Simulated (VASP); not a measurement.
Write the native input for VASP 6.6.1 that does the following.

* Task: single point
* Functional: PBE
* Potentials or basis: VASP PAW PBE potentials, release 64 (Ge_d, Si, F)
* Cutoff: 520 eV
* k mesh: 8 × 8 × 4
* Occupations: methfessel-paxton, width 0.1185 eV
* Spin: no spin polarisation
* Dipole correction: no
* Further INCAR settings: ALGO = Normal; EDIFF = 1e-06; NBANDS = 34

The structure of SiGeF lies in POSCAR:

```
SiGeF
1.0
    3.2894290000      0.0000000000      0.0000000000
    0.0000000000      3.2894290000      0.0000000000
    0.0000000000      0.0000000000      7.4435250000
Ge Si F
2 2 2
Direct
    0.2500000000      0.2500000000      0.6117000000
    0.7500000000      0.7500000000      0.3883000000
    0.7500000000      0.2500000000      0.0000000000
    0.2500000000      0.7500000000      0.0000000000
    0.2500000000      0.2500000000      0.2558000000
    0.7500000000      0.7500000000      0.7442000000
```

These files were run (other wordings do the same):

INCAR

```
  PREC = Accurate
  ENCUT = 520
  EDIFF = 1E-6
  ISMEAR = 1
  SIGMA = 0.1185
  LREAL = F
  LASPH = T
  NELM = 80
  ALGO = Normal
  ISIF = 2
  LWAVE = F
  LCHARG = F
  GGA = PE
  NBANDS = 34
```

KPOINTS

```
regular mesh
0
Gamma
  8 8 4
```

Potentials or basis: VASP PAW PBE potentials, release 64 (Ge_d, Si, F).

Command:

```bash
$ cat potpaw_PBE.64/Ge_d/POTCAR potpaw_PBE.64/Si/POTCAR potpaw_PBE.64/F/POTCAR > POTCAR
$ mpirun -np 1 vasp_std > vasp.out
```

It gave:

| Property | Result |
| --- | --- |
| Pressure | 18.7 GPa |
| Largest force | 0.438 eV/Å |
| Band gap on the k mesh | zero (band 25 reaches 9.23 eV, above the bottom of band 26 at 5.62 eV) |

Run time: 44 s on 1 thread of Intel(R) Xeon(R) Platinum 8488C (Sapphire Rapids), with other jobs on the host, peak memory 0.24 GiB.
